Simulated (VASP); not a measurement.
# Al3Cu (P4/mmm) in VASP: notebook, part 2 of 2

VASP 6.6.1. Earlier steps stand in the parts before.

**3. Single point, r2SCAN**

This run uses another cell than the first one, of the same volume but with other edges.

POSCAR

```
Al3Cu
1.0
    2.7290346381      0.0000000000      0.0000000000
    0.0000000000      2.7290346381      0.0000000000
    0.0000000000      0.0000000000      7.8428619067
Al Cu
3 1
Direct
    0.0000000000      0.0000000000      0.5000000000
    0.5000000000      0.5000000000      0.2226430006
    0.5000000000      0.5000000000      0.7773569994
    0.0000000000      0.0000000000      0.0000000000
```

INCAR.step1

```
SYSTEM = Al3Cu
ALGO = Normal ; EDIFF = 1E-4
ENCUT = 520 ; GGA = PE
ISMEAR = 0 ; LASPH = .True.
LCHARG = .False. ; LREAL = .False.
LWAVE = .True. ; NBANDS = 18
NELM = 80 ; PREC = Accurate
SIGMA = 0.15
```

INCAR.step2

```
SYSTEM = Al3Cu
ALGO = Normal ; EDIFF = 1E-6
ENCUT = 520 ; ISIF = 2
ISMEAR = 0 ; ISTART = 1
LASPH = .True. ; LCHARG = .False.
LMIXTAU = .True. ; LREAL = .False.
LWAVE = .False. ; METAGGA = R2SCAN
NBANDS = 18 ; NELM = 80
PREC = Accurate ; SIGMA = 0.15
```

KPOINTS

```
k-points
0
Gamma
  18 18 8
  0 0 0
```

Potentials or basis: VASP PAW PBE potentials, release 64 (Al, Cu).

Command:

```sh
$ cat potpaw_PBE.64/Al/POTCAR potpaw_PBE.64/Cu/POTCAR > POTCAR
$ cp INCAR.step1 INCAR
$ mpirun -np 1 vasp_std > vasp.out
$ cp INCAR.step2 INCAR
$ mpirun -np 1 vasp_std > vasp.out
```

OUTCAR:

```text
SYSTEM = Al3Cu
   EDIFF = 1E-6
   ENCUT = 520
   ISIF = 2
   ISMEAR = 0
   ISTART = 1
   LASPH = .True.
   LREAL = .False.
   METAGGA = R2SCAN
   NELM = 80
   PREC = Accurate

 ion  position               nearest neighbor table
   1  0.000  0.000  0.500-   2 2.91   3 2.91   2 2.91   3 2.91   2 2.91   3 2.91   2 2.91   3 2.91

   2  0.500  0.500  0.223-   4 2.60   4 2.60   4 2.60   4 2.60   1 2.91   1 2.91   1 2.91   1 2.91

[... 689 lines left out ...]
      6       4.1926      2.00000
[... 10 lines left out ...]
     17      17.3512      0.00000
     18      18.6401      0.00000

 [... further k-points ...]
[... 5 lines left out ...]
  --------------------------------------------------------------------------------------
  -------------------------------------------------------------------------------------
  Total        1.1166730      1.1166730     -2.0529327      0.0000000     -0.0000000      0.0000000
  in kB       30.6297851     30.6297851    -56.3109210      0.0000000     -0.0000000      0.0000000
  external PRESSURE =       1.6495497 kB  Pullay stress =       0.0000000 kB

 VOLUME and BASIS-vectors are now :
 -----------------------------------------------------------------------------
  energy-cutoff  :      520.00
  volume of cell :       58.41
      direct lattice vectors                 reciprocal lattice vectors
     2.729034638  0.000000000  0.000000000     0.366429940  0.000000000  0.000000000
     0.000000000  2.729034638  0.000000000     0.000000000  0.366429940  0.000000000
     0.000000000  0.000000000  7.842861907     0.000000000  0.000000000  0.127504476

 POSITION                                       TOTAL-FORCE (eV/Angst)
 -----------------------------------------------------------------------------------
      0.00000      0.00000      3.92143         0.000000     -0.000000      0.000000
      1.36452      1.36452      1.74616         0.000000     -0.000000      0.136857
      1.36452      1.36452      6.09670        -0.000000      0.000000     -0.136857
      0.00000      0.00000      0.00000         0.000000     -0.000000      0.000000
 -----------------------------------------------------------------------------------
    total drift:                                0.000000      0.000000     -0.000000

  FREE ENERGIE OF THE ION-ELECTRON SYSTEM (eV)
  ---------------------------------------------------
  free  energy   TOTEN  =       -31.3770603738 eV

  energy  without entropy=      -31.3652232218  energy(sigma->0) =      -31.37114180
```

OSZICAR.step1:

```text
N       E                     dE             d eps       ncg     rms          rms(c)
DAV:   1     0.744936749146E+02    0.74494E+02   -0.82934E+03  9934   0.115E+03
DAV:   2    -0.135291670723E+02   -0.88023E+02   -0.81426E+02 10214   0.213E+02
DAV:   3    -0.179503231726E+02   -0.44212E+01   -0.42655E+01 13480   0.529E+01
DAV:   4    -0.180508545542E+02   -0.10053E+00   -0.10001E+00 14232   0.659E+00
DAV:   5    -0.180533511280E+02   -0.24966E-02   -0.24962E-02 14496   0.105E+00    0.174E+01
DAV:   6    -0.242497085470E+02   -0.61964E+01   -0.99655E+01 12592   0.273E+02    0.158E+01
DAV:   7    -0.160019605352E+02    0.82477E+01   -0.22525E+01 13794   0.853E+01    0.549E+00
DAV:   8    -0.152774176070E+02    0.72454E+00   -0.36001E+00 14406   0.525E+01    0.944E-01
DAV:   9    -0.153037209393E+02   -0.26303E-01   -0.26394E-01 15902   0.639E+00    0.120E+00
DAV:  10    -0.152787959580E+02    0.24925E-01   -0.71313E-02 13414   0.760E+00    0.219E-01
DAV:  11    -0.152785188678E+02    0.27709E-03   -0.34211E-03 15458   0.510E-01    0.145E-01
DAV:  12    -0.152782544126E+02    0.26446E-03   -0.42913E-04 11410   0.522E-01    0.752E-02
DAV:  13    -0.152781761832E+02    0.78229E-04   -0.29609E-04  8538   0.436E-01
   1 F= -.15278176E+02 E0= -.15271828E+02  d E =-.126955E-01
```

Wall time 6.4 min (1 thread of Intel Xeon 6975P-C (Granite Rapids), shared host); peak memory 0.37 GiB.

What came out:

| Quantity | Value |
| --- | --- |
| Free energy | -31.3771 eV |
| Pressure | 0.2 GPa |
| Largest force | 0.137 eV/Å |
| Band gap on the k mesh | zero (band 10 reaches 12.31 eV, above the bottom of band 11 at 6.65 eV) |

Forces in eV/Å, atoms in the order of the input:
```
Al   0.000  0.000  0.000
Al   0.000  0.000  0.137
Al   0.000  0.000 -0.137
Cu   0.000  0.000  0.000
```

Caveat: the PAW data sets were made with another functional, which shifts forces and pressure a little.

**4. Single point, r2SCAN**

This run uses another cell than the first one, of the same volume but with other edges.

POSCAR

```
Al3Cu
1.0
    2.8519563345      0.0000000000      0.0000000000
    0.0000000000      2.8519563345      0.0000000000
    0.0000000000      0.0000000000      7.1813636718
Al Cu
3 1
Direct
    0.0000000000      0.0000000000      0.5000000000
    0.5000000000      0.5000000000      0.2226430006
    0.5000000000      0.5000000000      0.7773569994
    0.0000000000      0.0000000000      0.0000000000
```

INCAR.step1

```
SYSTEM = Al3Cu
ALGO = Normal
EDIFF = 1E-4
ENCUT = 520
GGA = PE
ISMEAR = 0
LASPH = .True.
LCHARG = .False.
LREAL = .False.
LWAVE = .True.
NBANDS = 18
NELM = 100
PREC = Accurate
SIGMA = 0.15
```

INCAR.step2

```
SYSTEM = Al3Cu
ALGO = Normal
EDIFF = 1E-6
ENCUT = 520
ISIF = 2
ISMEAR = 0
ISTART = 1
LASPH = .True.
LCHARG = .True.
LELF = .True.
LMIXTAU = .True.
LREAL = .False.
LVHAR = .True.
LWAVE = .False.
METAGGA = R2SCAN
NBANDS = 18
NELM = 100
PREC = Accurate
SIGMA = 0.15
```

KPOINTS is that of step 3.

Command:

```sh
$ cat potpaw_PBE.64/Al/POTCAR potpaw_PBE.64/Cu/POTCAR > POTCAR
$ cp INCAR.step1 INCAR
$ mpirun -np 1 vasp_std > vasp.out
$ cp INCAR.step2 INCAR
$ mpirun -np 1 vasp_std > vasp.out
```

Wall time 30 min (1 thread of Oxide Virtual Turin-like, shared host); peak memory 0.36 GiB.

Results (log left out):

| Item | Value |
| --- | --- |
| Free energy | -31.3292 eV |
| Pressure | -0.2 GPa |
| Largest force | 0.031 eV/Å |
| Band gap on the k mesh | zero (band 10 reaches 14.56 eV, above the bottom of band 11 at 6.43 eV) |

Forces on the atoms (eV/Å):
```
Al   0.000  0.000  0.000
Al   0.000  0.000 -0.031
Al   0.000  0.000  0.031
Cu   0.000  0.000  0.000
```

Stress tensor (GPa, compression positive):
```
-2.93  0.00  0.00
 0.00 -2.93  0.00
 0.00  0.00  5.38
```

Levels at points of the mesh, in eV from the Fermi level:
```
           k point  band 6  band 7  band 8  band 9  band 10  band 11  band 12  band 13  band 14  band 15
(0.00, 0.00, 0.00)   -3.85   -3.85   -3.51   -0.82     1.76     6.03     6.04     6.04     7.98     8.90
(0.50, 0.00, 0.00)   -4.42   -3.97   -3.76   -3.72    -2.30    -2.09     3.66     4.82     5.22     6.57
(0.50, 0.50, 0.00)   -3.17   -3.15   -0.99   -0.84    -0.04    -0.04     0.42     0.45     0.45     2.23
(0.00, 0.00, 0.50)   -3.86   -3.86   -3.51   -3.36     6.05     6.14     6.72     6.72     6.83     6.83
(0.50, 0.00, 0.50)   -4.45   -3.97   -3.76   -2.87    -0.84    -0.48     0.35     1.41     9.99    10.47
(0.50, 0.50, 0.50)   -2.34   -2.34   -2.08   -2.08    -1.04    -1.01     0.19     1.42     3.49     3.49
```

Caveat: the PAW data sets were made with another functional, which shifts forces and pressure a little.

**5. Single point, r2SCAN**

This run uses another cell than the first one, of the same volume but with other edges.

POSCAR

```
Al3Cu
1.0
    2.6870428116      0.0000000000      0.0000000000
    0.0000000000      2.6870428116      0.0000000000
    0.0000000000      0.0000000000      8.0899063148
Al Cu
3 1
Direct
    0.0000000000      0.0000000000      0.5000000000
    0.5000000000      0.5000000000      0.2226430006
    0.5000000000      0.5000000000      0.7773569994
    0.0000000000      0.0000000000      0.0000000000
```

INCAR.step1

```
PREC = Accurate ; ENCUT = 520
ISMEAR = 0 ; SIGMA = 0.15
LREAL = F ; LASPH = T
NELM = 80 ; NBANDS = 18
GGA = PE ; ALGO = Normal
EDIFF = 1E-4 ; LWAVE = T
LCHARG = F
```

INCAR.step2

```
PREC = Accurate ; ENCUT = 520
EDIFF = 1E-6 ; ISMEAR = 0
SIGMA = 0.15 ; LREAL = F
LASPH = T ; NELM = 80
ALGO = Normal ; ISIF = 2
LWAVE = F ; LCHARG = F
METAGGA = R2SCAN ; LMIXTAU = T
NBANDS = 18 ; ISTART = 1
```

KPOINTS

```
regular mesh
0
Gamma
  18 18 8
```

Command:

```sh
$ cat potpaw_PBE.64/Al/POTCAR potpaw_PBE.64/Cu/POTCAR > POTCAR
$ cp INCAR.step1 INCAR
$ mpirun -np 1 vasp_std > vasp.out
$ cp INCAR.step2 INCAR
$ mpirun -np 1 vasp_std > vasp.out
```

It took 22 min on 1 thread of Oxide Virtual Turin-like, shared host; peak memory 0.35 GiB.

The run converged. Its results:

| Item | Value |
| --- | --- |
| Free energy | -31.2454 eV |
| Pressure | 0.9 GPa |
| Largest force | 0.155 eV/Å |
| Band gap on the k mesh | zero (band 10 reaches 11.52 eV, above the bottom of band 11 at 6.74 eV) |

Forces on the atoms (eV/Å):
```
Al   0.000  0.000  0.000
Al   0.000  0.000  0.155
Al   0.000  0.000 -0.155
Cu   0.000  0.000  0.000
```

Stress tensor (GPa, compression positive):
```
 5.50  0.00  0.00
 0.00  5.50  0.00
 0.00  0.00 -8.30
```

Levels at points of the mesh, in eV from the Fermi level:
```csv
k point,band 6,band 7,band 8,band 9,band 10,band 11,band 12,band 13,band 14,band 15
"(0.00, 0.00, 0.00)",-3.68,-3.68,-3.25,-3.14,-0.81,7.39,8.44,8.49,8.49,8.70
"(0.50, 0.00, 0.00)",-4.34,-3.94,-3.77,-3.56,-2.61,-1.79,1.96,3.26,3.35,4.36
"(0.50, 0.50, 0.00)",-2.21,-2.21,0.07,0.24,0.36,0.36,0.55,0.55,0.92,2.93
"(0.00, 0.00, 0.50)",-4.08,-3.68,-3.68,-3.25,2.33,4.02,7.37,8.68,8.99,8.99
"(0.50, 0.00, 0.50)",-4.51,-3.77,-3.56,-2.74,-1.62,-1.31,-0.08,0.35,7.60,7.83
"(0.50, 0.50, 0.50)",-1.54,-1.54,-1.44,-1.44,0.04,0.04,1.05,2.54,3.36,3.36
```

Caveat: the PAW data sets were made with another functional, which shifts forces and pressure a little.

**6. Summary**

```csv
cell,gap on the mesh (eV),pressure (GPa),largest force (eV/Å)
"a = 2.812, b = 2.812, c = 7.388 Å, 4 atoms",none,-0.2,0.01
"a = 2.729, b = 2.729, c = 7.843 Å, 4 atoms",none,0.2,0.14
"a = 2.852, b = 2.852, c = 7.181 Å, 4 atoms",none,-0.2,0.03
"a = 2.687, b = 2.687, c = 8.090 Å, 4 atoms",none,0.9,0.15
```

Alike in all rows: task single point; level r2SCAN; potentials or basis VASP PAW PBE potentials, release 64 (Al, Cu); no spin polarisation; k mesh 18 × 18 × 8; cutoff (eV) 520; smearing gaussian 0.15 eV.

Caveats: the PAW data sets were made with another functional, which shifts forces and pressure a little.

Total energies depend on the potentials used, so only differences within one code and one set of settings carry meaning.
